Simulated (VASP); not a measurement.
# TePb (l.bB) (Fm-3m) in VASP: notebook

Runs on TePb (l.bB). Level: LDA. Tasks: single point, relaxation of cell and atoms.

All numbers are computed with VASP 6.6.1; they aren't measurements. Logs are shortened: lines on timing, memory, paths and dates and some standing lists are left out, and cuts for length are marked.

## 1. The cell of the first run

Symmetry: Fm-3m, No. 225, cubic system. The conventional cell has a = 6.440 Å, b = 6.440 Å, c = 6.440 Å, α = 90.00°, β = 90.00°, γ = 90.00°. Pb (site symmetry m-3m) has 6 Te at 3.22 Å within 4.2 Å. Te (site symmetry m-3m) has 6 Pb at 3.22 Å within 4.2 Å.

## 2. Single point, LDA

Input file INCAR:

```
SYSTEM = TePb
PREC = Accurate ; ENCUT = 500
EDIFF = 1E-6 ; ISMEAR = 0
SIGMA = 0.1 ; LREAL = .FALSE.
LASPH = .TRUE. ; NELM = 120
ALGO = Normal ; ISIF = 2
LWAVE = .FALSE. ; LCHARG = .TRUE.
GGA = CA ; LELF = .TRUE.
LVHAR = .TRUE. ; NBANDS = 17
GGA_COMPAT = .FALSE.
```

Input file KPOINTS:

```
Automatic mesh
0
G
  6 6 6
  0 0 0
```

Input file POSCAR:

```
TePb
1.0
    0.0000000000      3.2200000000      3.2200000000
    3.2200000000      0.0000000000      3.2200000000
    3.2200000000      3.2200000000      0.0000000000
Pb Te
1 1
Direct
    0.0000000000      0.0000000000      0.0000000000
    0.5000000000      0.5000000000      0.5000000000
```

Potentials or basis: VASP PAW LDA potentials, release 64 (Pb_d, Te).

Launch:

```bash
$ cat potpaw_LDA.64/Pb_d/POTCAR potpaw_LDA.64/Te/POTCAR > POTCAR
$ mpirun -np 1 vasp_std > vasp.out
```

OUTCAR:

```text
SYSTEM = TePb
   PREC = Accurate
   ENCUT = 500
   EDIFF = 1E-6
   ISMEAR = 0
   LREAL = .FALSE.
   LASPH = .TRUE.
   NELM = 120
   ISIF = 2
   GGA = CA

 ion  position               nearest neighbor table
   1  0.000  0.000  0.000-   2 3.22   2 3.22   2 3.22   2 3.22   2 3.22   2 3.22
   2  0.500  0.500  0.500-   1 3.22   1 3.22   1 3.22   1 3.22   1 3.22   1 3.22

  LATTYP: Found a face centered cubic cell.
 ALAT       =     6.4400000000

  Lattice vectors:

 A1 = (   0.0000000000,   3.2200000000,   3.2200000000)
 A2 = (   3.2200000000,   0.0000000000,   3.2200000000)
 A3 = (   3.2200000000,   3.2200000000,   0.0000000000)

Analysis of symmetry for initial positions (statically):
=====================================================================
 Subroutine PRICEL returns:
 Original cell was already a primitive cell.

 Routine SETGRP: Setting up the symmetry group for a
 face centered cubic supercell.

 Subroutine GETGRP returns: Found 48 space group operations
 (whereof 48 operations were pure point group operations)
 out of a pool of 48 trial point group operations.

The static configuration has the point symmetry O_h .

Analysis of symmetry for dynamics (positions and initial velocities):
=====================================================================
 Subroutine PRICEL returns:
 Original cell was already a primitive cell.

 Routine SETGRP: Setting up the symmetry group for a
 face centered cubic supercell.

 Subroutine GETGRP returns: Found 48 space group operations
 (whereof 48 operations were pure point group operations)
 out of a pool of 48 trial point group operations.

The dynamic configuration has the point symmetry O_h .

 Subroutine INISYM returns: Found 48 space group operations
 (whereof 48 operations are pure point group operations),
 and found     1 'primitive' translations

----------------------------------------------------------------------------------------

                                     Primitive cell

  volume of cell :      66.7725

  direct lattice vectors                    reciprocal lattice vectors
     0.000000000  3.220000000  3.220000000    -0.155279503  0.155279503  0.155279503
     3.220000000  0.000000000  3.220000000     0.155279503 -0.155279503  0.155279503
     3.220000000  3.220000000  0.000000000     0.155279503  0.155279503 -0.155279503

  length of vectors
     4.553767671  4.553767671  4.553767671     0.268951989  0.268951989  0.268951989

  position of ions in fractional coordinates (direct lattice)
     0.000000000  0.000000000  0.000000000
     0.500000000  0.500000000  0.500000000

  ion indices of the primitive-cell ions
   primitive index   ion index
                 1           1
                 2           2

----------------------------------------------------------------------------------------

 KPOINTS: Automatic mesh

Automatic generation of k-mesh.
 Grid dimensions read from file:
 generate k-points for:    6    6    6

 Generating k-lattice:

  Cartesian coordinates                     Fractional coordinates (reciprocal lattice)
    -0.025879917  0.025879917  0.025879917     0.166666667  0.000000000  0.000000000
     0.025879917 -0.025879917  0.025879917     0.000000000  0.166666667  0.000000000
     0.025879917  0.025879917 -0.025879917     0.000000000  0.000000000  0.166666667

  Length of vectors
     0.044825331  0.044825331  0.044825331

  Shift w.r.t. Gamma in fractional coordinates (k-lattice)
     0.000000000  0.000000000  0.000000000

 Subroutine IBZKPT returns following result:
 ===========================================

 Found     16 irreducible k-points:

 Following reciprocal coordinates:
            Coordinates               Weight
  0.000000  0.000000  0.000000      1.000000
  0.166667  0.000000  0.000000      8.000000
  0.333333  0.000000  0.000000      8.000000
  0.500000  0.000000  0.000000      4.000000
  0.166667  0.166667  0.000000      6.000000
  0.333333  0.166667  0.000000     24.000000
[... 8 lines left out ...]
 -0.333333  0.333333  0.166667     24.000000
 -0.333333  0.500000  0.166667     12.000000
   k-points           NKPTS =     16   k-points in BZ     NKDIM =     16   number of bands    NBANDS=     17
   number of dos      NEDOS =    301   number of ions     NIONS =      2
   total plane-waves  NPLWV =  46656
   dimension x,y,z NGX =    36 NGY =   36 NGZ =   36
   dimension x,y,z NGXF=    72 NGYF=   72 NGZF=   72
   ions per type =               1   1
   NGX,Y,Z   is equivalent  to a cutoff of  13.14, 13.14, 13.14 a.u.
   NGXF,Y,Z  is equivalent  to a cutoff of  26.29, 26.29, 26.29 a.u.
 SYSTEM =  TePb
   PREC   = accura    normal or accurate (medium, high low for compatibility)
   ISTART =      0    job   : 0-new  1-cont  2-samecut
   ICHARG =      2    charge: 1-file 2-atom 10-const
   ISPIN  =      1    spin polarized calculation?
   LNONCOLLINEAR =      F non collinear calculations
   LSORBIT =      F    spin-orbit coupling
   LASPH  =      T    aspherical Exc in radial PAW
   ENCUT  =  500.0 eV  36.75 Ry    6.06 a.u.   8.30  8.30  8.30*2*pi/ulx,y,z
   NELM   =    120;   NELMIN=  2; NELMDL= -5     # of ELM steps
   EDIFF  = 0.1E-05   stopping-criterion for ELM
   LREAL  =      F    real-space projection
   EDIFFG = 0.1E-04   stopping-criterion for IOM
   NSW    =      0    number of steps for IOM
   IBRION =     -1    ionic relax: 0-MD 1-quasi-New 2-CG
   NFREE  =      0    steps in history (QN), initial steepest desc. (CG)
   ISIF   =      2    stress and relaxation
   ISYM   =      2    0-nonsym 1-usesym 2-fastsym
   POTIM  = 0.5000    time-step for ionic-motion
   TEBEG  =    0.0;   TEEND  =   0.0 temperature during run
   PSTRESS=    0.0 pullay stress
   NELECT =      20.0000    total number of electrons
   NUPDOWN=      -1.0000    fix difference up-down
   EMIN   =  10.00;   EMAX   =-10.00  energy-range for DOS
   EFERMI =   0.00;   METHOD = LEGACY
   ISMEAR =     0;   SIGMA  =   0.10  broadening in eV -4-tet -1-fermi 0-gaus
   EFERMI_NEDOS =   21; number of points for ismear=-14 and -15
   IALGO  =     38    algorithm
   IMIX   =      4    mixing-type and parameters
     AMIX     =   0.40;   BMIX     =  1.00
     AMIX_MAG =   1.60;   BMIX_MAG =  1.00
  volume/ion in A,a.u.               =      33.39       225.30
  Fermi-wavevector in a.u.,A,eV,Ry     =   1.095348  2.069908 16.324109  1.199788
  Thomas-Fermi vector in A             =   2.231670
   LORBIT       =      0    0 simple, 1 ext, 2 COOP (PROOUT), +10 PAW based schemes
   GGA     = CA    functional components
   LHFCALC =     F    Hartree Fock is set to
   AEXX    =    0.0000 exact exchange contribution
   IVDW    =     0    specifies the selected vdW correction
   LEPSILON=     F    determine dielectric tensor
   LRPA    =     F    only Hartree local field effects (RPA)
 non-spin polarized calculation
 Gauss-broadening in eV      SIGMA  =   0.10
  energy-cutoff  :      500.00
  volume of cell :       66.77
 maximum number of plane-waves:      1711
 NGX is ok and might be reduce to    36
   NGX = 17   NGY = 17   NGZ = 17

 number of electron      20.0000001 magnetization

 Free energy of the ion-electron system (eV)
  ---------------------------------------------------
  ext. energy  EPLUGINS =         0.00000000
  ---------------------------------------------------
  free energy    TOTEN  =        -8.76964664 eV

  energy without entropy =       -8.76964648  energy(sigma->0) =       -8.76964656

 E-fermi :   5.8555     XC(G=0):  -9.6198

 val. band max:        5.5480910600   @ k =   0.5000   0.0000   0.0000
 cond. band min:       6.1628684483   @ k =   0.5000   0.0000   0.0000
 fundamental gap:      0.6147773883
 Fermi energy:         5.8554800970

 k-point     1 :       0.0000    0.0000    0.0000
  band No.  band energies     occupation
      1     -11.1400      2.00000
      2     -11.1400      2.00000
      3     -11.1253      2.00000
      4     -11.1253      2.00000
      5     -11.1253      2.00000
      6      -6.5918      2.00000
[... 9 lines left out ...]
     16      11.3058      0.00000
     17      12.7816      0.00000

 k-point     2 :       0.1667    0.0000    0.0000
  band No.  band energies     occupation
      1     -11.1434      2.00000
      2     -11.1434      2.00000
      3     -11.1247      2.00000
      4     -11.1213      2.00000
      5     -11.1213      2.00000
      6      -6.3520      2.00000
[... 9 lines left out ...]
     16      11.8141      0.00000
     17      14.4802      0.00000

 k-point     3 :       0.3333    0.0000    0.0000
  band No.  band energies     occupation
      1     -11.1514      2.00000
      2     -11.1514      2.00000
      3     -11.1235      2.00000
      4     -11.1121      2.00000
      5     -11.1121      2.00000
      6      -5.6959      2.00000
[... 9 lines left out ...]
     16      13.1760      0.00000
     17      16.5081      0.00000

 k-point     4 :       0.5000    0.0000    0.0000
  band No.  band energies     occupation
      1     -11.1556      2.00000
      2     -11.1556      2.00000
      3     -11.1231      2.00000
      4     -11.1072      2.00000
      5     -11.1072      2.00000
      6      -5.1298      2.00000
[... 9 lines left out ...]
     16      14.7660      0.00000
     17      14.7660      0.00000
[... 183 lines left out ...]
      1     -11.1759      2.00000
      2     -11.1418      2.00000
      3     -11.1253      2.00000
      4     -11.1092      2.00000
      5     -11.1052      2.00000
      6      -5.2161      2.00000
[... 9 lines left out ...]
     16      14.5704      0.00000
     17      15.0912      0.00000

 k-point    15 :      -0.3333    0.3333    0.1667
  band No.  band energies     occupation
      1     -11.1793      2.00000
      2     -11.1450      2.00000
      3     -11.1179      2.00000
      4     -11.1153      2.00000
      5     -11.1013      2.00000
      6      -4.8243      2.00000
[... 9 lines left out ...]
     16      15.7770      0.00000
     17      15.9463      0.00000

 k-point    16 :      -0.3333    0.5000    0.1667
  band No.  band energies     occupation
      1     -11.1934      2.00000
      2     -11.1375      2.00000
      3     -11.1269      2.00000
      4     -11.1077      2.00000
      5     -11.0976      2.00000
      6      -4.7553      2.00000
[... 9 lines left out ...]
     16      16.2751      0.00000
     17      17.0676      0.00000

------------------------ aborting loop because EDIFF is reached ----------------------------------------

  FORCE on cell =-STRESS in cart. coord.  units (eV):
  Direction    XX          YY          ZZ          XY          YZ          ZX
  --------------------------------------------------------------------------------------
  -------------------------------------------------------------------------------------
  Total       -0.5009988     -0.5009988     -0.5009988      0.0000000      0.0000000     -0.0000000
  in kB      -12.0212512    -12.0212512    -12.0212512      0.0000000      0.0000000     -0.0000000
  external PRESSURE =     -12.0212512 kB  Pullay stress =       0.0000000 kB

 VOLUME and BASIS-vectors are now :
 -----------------------------------------------------------------------------
  energy-cutoff  :      500.00
  volume of cell :       66.77
      direct lattice vectors                 reciprocal lattice vectors
     0.000000000  3.220000000  3.220000000    -0.155279503  0.155279503  0.155279503
     3.220000000  0.000000000  3.220000000     0.155279503 -0.155279503  0.155279503
     3.220000000  3.220000000  0.000000000     0.155279503  0.155279503 -0.155279503

 POSITION                                       TOTAL-FORCE (eV/Angst)
 -----------------------------------------------------------------------------------
      0.00000      0.00000      0.00000         0.000000      0.000000      0.000000
      3.22000      3.22000      3.22000        -0.000000     -0.000000     -0.000000
 -----------------------------------------------------------------------------------
    total drift:                               -0.000000      0.000000      0.000000

  FREE ENERGIE OF THE ION-ELECTRON SYSTEM (eV)
  ---------------------------------------------------
  free  energy   TOTEN  =        -8.7696466444 eV

  energy  without entropy=       -8.7696464798  energy(sigma->0) =       -8.76964656
```

It took 20 s on 1 thread of AMD EPYC 7R13, shared host; peak memory 0.17 GiB.

Results:

- Free energy: -8.7696 eV
- Pressure: -1.2 GPa
- Band gap on the k mesh: 0.61 eV, direct

Levels at points of the mesh, in eV from the valence-band top:
```
           k point  band 8  band 9  band 10  band 11  band 12  band 13
(0.00, 0.00, 0.00)   -1.38   -1.38    -1.38     4.00     4.00     4.00
(0.50, 0.00, 0.00)   -0.90   -0.90     0.00     0.61     1.18     1.18
(0.50, 0.50, 0.00)   -4.60   -2.87    -2.87     3.21     5.42     5.42
```

Caveat: spin-orbit coupling is left out, which moves the levels of the heavy elements.

(Continued in part 2 of 3.)
